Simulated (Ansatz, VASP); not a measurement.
# One calculation of ZnS, two programs

```
CELL_PARAMETERS angstrom
3.81100 0.00000 0.00000
-1.90550 3.30042 0.00000
0.00000 0.00000 6.23400
ATOMIC_POSITIONS crystal
Zn 0.33333 0.66667 0.00000
Zn 0.66667 0.33333 0.50000
S 0.33333 0.66667 0.38500
S 0.68610 0.33523 0.89634
```

Alike in both runs: task single point; functional PBE; k mesh 9 × 9 × 6; occupations gaussian, width 0.05 eV; no spin polarisation.

```csv
,VASP,Ansatz
version,VASP 6.6.1,Ansatz 0.2.0
potentials or method,"VASP PAW PBE potentials, release 64 (Zn, S), cutoff 520 eV","scalar-relativistic, plane waves, PAW"
valence electrons in the cell,36,36
```

```tsv
	VASP	Ansatz	Ansatz less VASP
gap on the k mesh at the Fermi level (eV)	2.24	2.24	-0.005
pressure (GPa)	2.9	2.7	-0.18
traceless stress, the component that is largest in VASP (GPa)	-2.12	-2.09	+0.036
rms of the force components (eV/Å)	0.393	0.390	-0.0029
```

Atom by atom the forces differ by 0.003 eV/Å (rms over components). The functional is the same, so the differences come from potentials, cutoffs and numerics.
